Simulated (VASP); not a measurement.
Write the native input for VASP 6.6.1 that does the following.

```
Task                   : single point
Functional             : LDA
Potentials or basis    : VASP PAW LDA potentials, release 64 (Sr_sv, O)
Cutoff                 : 520 eV
k mesh                 : 9 × 9 × 6
Occupations            : gaussian, width 0.05 eV
Spin                   : no spin polarisation
Dipole correction      : no
Further INCAR settings : ALGO = Normal; EDIFF = 1e-06; NBANDS = 24
```

The structure of SrO lies in POSCAR:

```
SrO
1.0
    4.2754662656      0.0160329985      0.0000000000
   -2.1238481488      3.6946458998      0.0000000000
    0.0000000000      0.0000000000      5.1555949900
Sr O
2 2
Direct
    0.3333333333      0.6666666667      0.9381277000
    0.6666666667      0.3333333333      0.4381277000
    0.3333333333      0.6666666667      0.4368723000
    0.6666666667      0.3333333333      0.9368723000
```

This cell differs from its parent crystal: strain +0.0075 x Voigt [0, 0, 0, 0, 0, 1].

These files were run (other wordings do the same):

INCAR

```
SYSTEM = SrO
ALGO = Normal
EDIFF = 1E-6
ENCUT = 520
ISIF = 2
ISMEAR = 0
LASPH = .TRUE.
LCHARG = .TRUE.
LELF = .TRUE.
LREAL = .FALSE.
LVHAR = .TRUE.
LWAVE = .FALSE.
NBANDS = 24
NELM = 60
PREC = Accurate
SIGMA = 0.05
```

KPOINTS

```
k-points
0
G
  9 9 6
  0 0 0
```

Potentials or basis: VASP PAW LDA potentials, release 64 (Sr_sv, O).

Command:

```bash
$ cat potpaw_LDA.64/Sr_sv/POTCAR potpaw_LDA.64/O/POTCAR > POTCAR
$ mpirun -np 1 vasp_std > vasp.out
```

It gave:

```json
{
 "Pressure": "-4.0 GPa",
 "Largest force": "0.041 eV/Å",
 "Band gap on the k mesh": "2.45 eV, direct"
}
```

Caveat: the cell differs from its parent crystal (strain +0.0075 x Voigt [0, 0, 0, 0, 0, 1]).

Run time: 6.9 min on 1 thread of Intel Xeon 8259CL (shared host), peak memory 0.37 GiB.
